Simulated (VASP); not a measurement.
Write the native input for VASP 6.6.1 that does the following.

* Task: single point
* Functional: PBE
* Potentials or basis: VASP PAW PBE potentials, release 64 (Y_sv, C, F)
* Cutoff: 520 eV
* k mesh: 12 × 12 × 4
* Occupations: fermi-dirac, width 0.02 eV
* Spin: no spin polarisation
* Dipole correction: no
* Further INCAR settings: ALGO = Normal; EDIFF = 1e-06; NBANDS = 28

The structure of Y2CF2 lies in POSCAR:

```
Y2CF2
1.0
    3.6642918298      0.0000000000      0.0000000000
   -1.8321459149      3.1733698115      0.0000000000
    0.0000000000      0.0000000000      6.3208771579
Y C F
2 1 2
Direct
    0.3333333333      0.6666666667      0.2141676581
    0.6666666667      0.3333333333      0.7858323419
    0.0000000000      0.0000000000      0.0000000000
    0.3333333333      0.6666666667      0.6126078578
    0.6666666667      0.3333333333      0.3873921422
```

One way to write it, as run:

INCAR

```
  PREC = Accurate
  ENCUT = 520
  EDIFF = 1E-6
  ISMEAR = -1
  SIGMA = 0.02
  LREAL = False
  LASPH = True
  NELM = 60
  ALGO = Normal
  ISIF = 2
  LWAVE = False
  LCHARG = False
  GGA = PE
  NBANDS = 28
```

KPOINTS

```
Automatic mesh
0
Gamma
  12 12 4
```

Potentials or basis: VASP PAW PBE potentials, release 64 (Y_sv, C, F).

Command:

```bash
$ cat potpaw_PBE.64/Y_sv/POTCAR potpaw_PBE.64/C/POTCAR potpaw_PBE.64/F/POTCAR > POTCAR
$ mpirun -np 1 vasp_std > vasp.out
```

It gave:

```json
{"Pressure": "1.6 GPa", "Largest force": "0.216 eV/Å", "Band gap on the k mesh": "1.14 eV, indirect (least direct gap 1.29 eV)"}
```

Wall time 89 s on 1 thread of AMD EPYC 9R45 96-Core Processor (Zen 5), with other jobs on the host, peak memory 0.26 GiB.
